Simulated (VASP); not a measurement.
# CaO (Fm-3m) in VASP: further runs, part 2 of 2

VASP 6.6.1.

## Step 5: Elastic constants, LDA

This run uses another cell than the first one, of 12.67 Å³/atom.

Contents of INCAR:

```
ALGO = Normal
EDIFF = 1E-8
ENCUT = 600
IBRION = 6
ISIF = 3
ISMEAR = 0
LASPH = T
LCHARG = F
LREAL = F
LWAVE = F
NBANDS = 15
NELM = 80
NFREE = 2
NSW = 1
POTIM = 0.015
PREC = Accurate
SIGMA = 0.01
```

Contents of KPOINTS:

```
k-points
0
Gamma
  8 8 8
```

Contents of POSCAR:

```
CaO
1.0
    0.0000000000      2.3312021577      2.3312021577
    2.3312021577      0.0000000000      2.3312021577
    2.3312021577      2.3312021577      0.0000000000
Ca O
1 1
Direct
    0.0000000000      0.0000000000      0.0000000000
    0.5000000000      0.5000000000      0.5000000000
```

Potentials or basis: VASP PAW LDA potentials, release 64 (Ca_sv, O).

The run is started by

```console
cat potpaw_LDA.64/Ca_sv/POTCAR potpaw_LDA.64/O/POTCAR > POTCAR
mpirun -np 1 vasp_std > vasp.out
```

OUTCAR:

```text
EDIFF = 1E-8
   ENCUT = 600
   IBRION = 6
   ISIF = 3
   ISMEAR = 0
   LASPH = T
   LREAL = F
   NELM = 80
   NFREE = 2
   NSW = 1
   POTIM = 0.015
   PREC = Accurate

 ion  position               nearest neighbor table
   1  0.000  0.000  0.000-   2 2.33   2 2.33   2 2.33   2 2.33   2 2.33   2 2.33
   2  0.500  0.500  0.500-   1 2.33   1 2.33   1 2.33   1 2.33   1 2.33   1 2.33

  LATTYP: Found a face centered cubic cell.
 ALAT       =     4.6624043154

  Lattice vectors:

 A1 = (   0.0000000000,   2.3312021577,   2.3312021577)
 A2 = (   2.3312021577,   0.0000000000,   2.3312021577)
 A3 = (   2.3312021577,   2.3312021577,   0.0000000000)

Analysis of symmetry for initial positions (statically):
=====================================================================
 Subroutine PRICEL returns:
 Original cell was already a primitive cell.

 Routine SETGRP: Setting up the symmetry group for a
 face centered cubic supercell.

 Subroutine GETGRP returns: Found 48 space group operations
 (whereof 48 operations were pure point group operations)
 out of a pool of 48 trial point group operations.

The static configuration has the point symmetry O_h .

Analysis of symmetry for dynamics (positions and initial velocities):
=====================================================================
 Subroutine PRICEL returns:
 Original cell was already a primitive cell.
[... 798 lines left out ...]
  in kB       50.0172234     49.5025635     49.5025635      0.0000000     -0.0000000      0.0000000
  external PRESSURE =      49.6741168 kB  Pullay stress =       0.0000000 kB
[... 17 lines left out ...]
  FREE ENERGIE OF THE ION-ELECTRON SYSTEM (eV)
  ---------------------------------------------------
  free  energy   TOTEN  =       -14.2079365435 eV

  energy  without entropy=      -14.2079365435  energy(sigma->0) =      -14.20793654

 INTERNAL STRAIN TENSORS FROM STRAINED CELLS
 ============================================

 INTERNAL STRAIN TENSOR FOR ION    1 for displacements in x,y,z  (eV/Angst):
          X           Y           Z          XY          YZ          ZX
  --------------------------------------------------------------------------------
  x     0.00000    -0.00000     0.00000     0.00000     0.00000     0.00000
  y     0.00000     0.00000    -0.00000    -0.00000     0.00000    -0.00000
  z    -0.00000    -0.00000    -0.00000     0.00000     0.00000     0.00000

 INTERNAL STRAIN TENSORS FROM DISPLACED ATOMS
 ============================================

 INTERNAL STRAIN TENSOR FOR ION    1 for displacements in x,y,z  (eV/Angst):
          X           Y           Z          XY          YZ          ZX
  --------------------------------------------------------------------------------
  x     0.00000     0.00000     0.00000     0.00000     0.00000     0.00000
  y     0.00000     0.00000     0.00000     0.00000     0.00000     0.00000
  z     0.00000     0.00000     0.00000     0.00000     0.00000     0.00000

 INTERNAL STRAIN TENSOR FOR ION    2 for displacements in x,y,z  (eV/Angst):
          X           Y           Z          XY          YZ          ZX
  --------------------------------------------------------------------------------
  x     0.00000     0.00000     0.00000     0.00000     0.00000     0.00000
  y     0.00000     0.00000     0.00000     0.00000     0.00000     0.00000
  z     0.00000     0.00000     0.00000     0.00000     0.00000     0.00000

 Eigenvectors and eigenvalues of the dynamical matrix
 ----------------------------------------------------

   1 f  =    9.602867 THz    60.336592 2PiTHz  320.317157 cm-1    39.714248 meV
             X         Y         Z           dx          dy          dz
      0.000000  0.000000  0.000000     0.000000    0.534432    0.000000
      2.331202  2.331202  2.331202     0.000000   -0.845211    0.000000
[... 21 lines left out ...]
   6 f/i=    0.003199 THz     0.020099 2PiTHz    0.106703 cm-1     0.013230 meV
             X         Y         Z           dx          dy          dz
      0.000000  0.000000  0.000000     0.000000    0.000000    0.845211
      2.331202  2.331202  2.331202     0.000000    0.000000    0.534432

--------------------------------------------------------------------------------------------------------

 ELASTIC MODULI CONTR FROM IONIC RELAXATION (kBar)
 Direction    XX          YY          ZZ          XY          YZ          ZX
 --------------------------------------------------------------------------------
 XX           0.0000      0.0000      0.0000      0.0000      0.0000      0.0000
 YY           0.0000      0.0000      0.0000      0.0000      0.0000      0.0000
 ZZ           0.0000      0.0000      0.0000      0.0000      0.0000      0.0000
 XY           0.0000      0.0000      0.0000      0.0000      0.0000      0.0000
 YZ           0.0000      0.0000      0.0000      0.0000      0.0000      0.0000
 ZX           0.0000      0.0000      0.0000      0.0000      0.0000      0.0000
 --------------------------------------------------------------------------------

 TOTAL ELASTIC MODULI (kBar)
 Direction    XX          YY          ZZ          XY          YZ          ZX
 --------------------------------------------------------------------------------
 XX        3061.5384    646.4848    646.4848     -0.0000      0.0000      0.0000
 YY         646.4848   3061.5384    646.4848      0.0000     -0.0000      0.0000
 ZZ         646.4848    646.4848   3061.5384      0.0000      0.0000     -0.0000
 XY          -0.0000      0.0000      0.0000    789.2388     -0.0000      0.0000
 YZ           0.0000     -0.0000      0.0000     -0.0000    789.2388      0.0000
 ZX           0.0000      0.0000     -0.0000      0.0000      0.0000    789.2388
 --------------------------------------------------------------------------------
```

It took 8.1 min on 1 thread of Oxide Virtual Turin-like, shared host; peak memory 0.22 GiB.

What came out:

* Elastic constants C11, C12, C44: 306, 65, 79 GPa
* Voigt bulk modulus: 145 GPa
* Highest phonon frequency at Γ, LO-TO splitting left out: 320 cm⁻¹

Phonon frequencies in cm⁻¹ (negative: imaginary):
| q point | frequencies |
| --- | --- |
| (0.000, 0.000, 0.000) | 0 0 0 320 320 320 |

Elastic tensor in Voigt notation (GPa, in the Cartesian axes of the cell as first typed):
```
306  65  65   0   0   0
 65 306  65   0   0   0
 65  65 306   0   0   0
  0   0   0  79   0   0
  0   0   0   0  79   0
  0   0   0   0   0  79
```

Clamped-ion elastic tensor (GPa):
```
306  65  65   0   0   0
 65 306  65   0   0   0
 65  65 306   0   0   0
  0   0   0  79   0   0
  0   0   0   0  79   0
  0   0   0   0   0  79
```

Caveat: the cell is under stress, which shifts elastic constants.

## Step 6: Elastic constants, LDA

This run uses another cell than the first one, of 12.85 Å³/atom.

Contents of INCAR:

```
SYSTEM = CaO
PREC     = Accurate       ! precision mode
ENCUT    = 600            ! plane-wave cutoff, eV
EDIFF    = 1E-8           ! SCF threshold, eV
ISMEAR   = 0              ! smearing method
SIGMA    = 0.01           ! smearing width, eV
LREAL    = .FALSE.        ! projectors in reciprocal space
LASPH    = .TRUE.         ! aspherical terms in the spheres
NELM     = 100            ! most SCF steps
ALGO     = Normal         ! electronic algorithm
ISIF     = 3              ! what is computed and relaxed
LWAVE    = .FALSE.        ! write WAVECAR
LCHARG   = .TRUE.         ! write CHGCAR
NBANDS   = 15             ! bands
IBRION   = 6              ! ionic algorithm
NFREE    = 2            
POTIM    = 0.015          ! step
NSW      = 1              ! ionic steps
```

Contents of KPOINTS:

```
Automatic mesh
0
G
  8 8 8
  0 0 0
```

Contents of POSCAR:

```
CaO
1.0
    0.0000000000      2.3421675944      2.3421675944
    2.3421675944      0.0000000000      2.3421675944
    2.3421675944      2.3421675944      0.0000000000
Ca O
1 1
Direct
    0.0000000000      0.0000000000      0.0000000000
    0.5000000000      0.5000000000      0.5000000000
```

Potentials or basis: VASP PAW LDA potentials, release 64 (Ca_sv, O).

The run is started by

```console
cat potpaw_LDA.64/Ca_sv/POTCAR potpaw_LDA.64/O/POTCAR > POTCAR
mpirun -np 1 vasp_std > vasp.out
```

OUTCAR:

```text
SYSTEM = CaO
   PREC = Accurate
   ENCUT = 600
   EDIFF = 1E-8
   ISMEAR = 0
   LREAL = .FALSE.
   LASPH = .TRUE.
   NELM = 100
   ISIF = 3
   IBRION = 6
   NFREE = 2
   POTIM = 0.015
   NSW = 1

 ion  position               nearest neighbor table
   1  0.000  0.000  0.000-   2 2.34   2 2.34   2 2.34   2 2.34   2 2.34   2 2.34
   2  0.500  0.500  0.500-   1 2.34   1 2.34   1 2.34   1 2.34   1 2.34   1 2.34

  LATTYP: Found a face centered cubic cell.
 ALAT       =     4.6843351888

  Lattice vectors:

 A1 = (   0.0000000000,   2.3421675944,   2.3421675944)
 A2 = (   2.3421675944,   0.0000000000,   2.3421675944)
 A3 = (   2.3421675944,   2.3421675944,   0.0000000000)

Analysis of symmetry for initial positions (statically):
=====================================================================
[... 855 lines left out ...]
  x     0.00000     0.00000     0.00000     0.00000     0.00000     0.00000
  y     0.00000     0.00000     0.00000     0.00000     0.00000     0.00000
  z     0.00000     0.00000     0.00000     0.00000     0.00000     0.00000

 INTERNAL STRAIN TENSOR FOR ION    2 for displacements in x,y,z  (eV/Angst):
          X           Y           Z          XY          YZ          ZX
  --------------------------------------------------------------------------------
  x     0.00000     0.00000     0.00000     0.00000     0.00000     0.00000
  y     0.00000     0.00000     0.00000     0.00000     0.00000     0.00000
  z     0.00000     0.00000     0.00000     0.00000     0.00000     0.00000

 Eigenvectors and eigenvalues of the dynamical matrix
 ----------------------------------------------------

   1 f  =    9.289220 THz    58.365888 2PiTHz  309.855015 cm-1    38.417108 meV
             X         Y         Z           dx          dy          dz
      0.000000  0.000000  0.000000    -0.516267   -0.138468   -0.000000
      2.342168  2.342168  2.342168     0.816309    0.218941    0.000000
[... 21 lines left out ...]
   6 f/i=    0.003988 THz     0.025057 2PiTHz    0.133025 cm-1     0.016493 meV
             X         Y         Z           dx          dy          dz
      0.000000  0.000000  0.000000    -0.052744    0.843513   -0.000000
      2.342168  2.342168  2.342168    -0.033358    0.533472    0.000000

--------------------------------------------------------------------------------------------------------

 ELASTIC MODULI CONTR FROM IONIC RELAXATION (kBar)
 Direction    XX          YY          ZZ          XY          YZ          ZX
 --------------------------------------------------------------------------------
 XX           0.0000      0.0000      0.0000      0.0000      0.0000      0.0000
 YY           0.0000      0.0000      0.0000      0.0000      0.0000      0.0000
 ZZ           0.0000      0.0000      0.0000      0.0000      0.0000      0.0000
 XY           0.0000      0.0000      0.0000      0.0000      0.0000      0.0000
 YZ           0.0000      0.0000      0.0000      0.0000      0.0000      0.0000
 ZX           0.0000      0.0000      0.0000      0.0000      0.0000      0.0000
 --------------------------------------------------------------------------------

 TOTAL ELASTIC MODULI (kBar)
 Direction    XX          YY          ZZ          XY          YZ          ZX
 --------------------------------------------------------------------------------
 XX        2880.1888    635.5788    635.5788      0.0000     -0.0000      0.0000
 YY         635.5788   2880.1888    635.5788     -0.0000     -0.0000     -0.0000
 ZZ         635.5788    635.5788   2880.1888     -0.0000     -0.0000      0.0000
 XY           0.0000     -0.0000     -0.0000    789.9084      0.0000     -0.0000
 YZ          -0.0000     -0.0000     -0.0000      0.0000    789.9084      0.0000
 ZX           0.0000     -0.0000      0.0000     -0.0000      0.0000    789.9084
 --------------------------------------------------------------------------------
```

Run time: 5.2 min. Hardware: 1 thread of Oxide Virtual Turin-like, shared host; peak memory 0.22 GiB.

Results:

| Property | Result |
| --- | --- |
| Elastic constants C11, C12, C44 | 288, 64, 79 GPa |
| Voigt bulk modulus | 138 GPa |
| Highest phonon frequency at Γ, LO-TO splitting left out | 310 cm⁻¹ |

Phonon frequencies in cm⁻¹ (negative: imaginary):
```csv
q point,frequencies
"(0.000, 0.000, 0.000)",0 0 0 310 310 310
```

Elastic tensor in Voigt notation (GPa, in the Cartesian axes of the cell as first typed):
```
288  64  64   0   0   0
 64 288  64   0   0   0
 64  64 288   0   0   0
  0   0   0  79   0   0
  0   0   0   0  79   0
  0   0   0   0   0  79
```

Clamped-ion elastic tensor (GPa):
```
288  64  64   0   0   0
 64 288  64   0   0   0
 64  64 288   0   0   0
  0   0   0  79   0   0
  0   0   0   0  79   0
  0   0   0   0   0  79
```

Caveat: the cell is under stress, which shifts elastic constants.
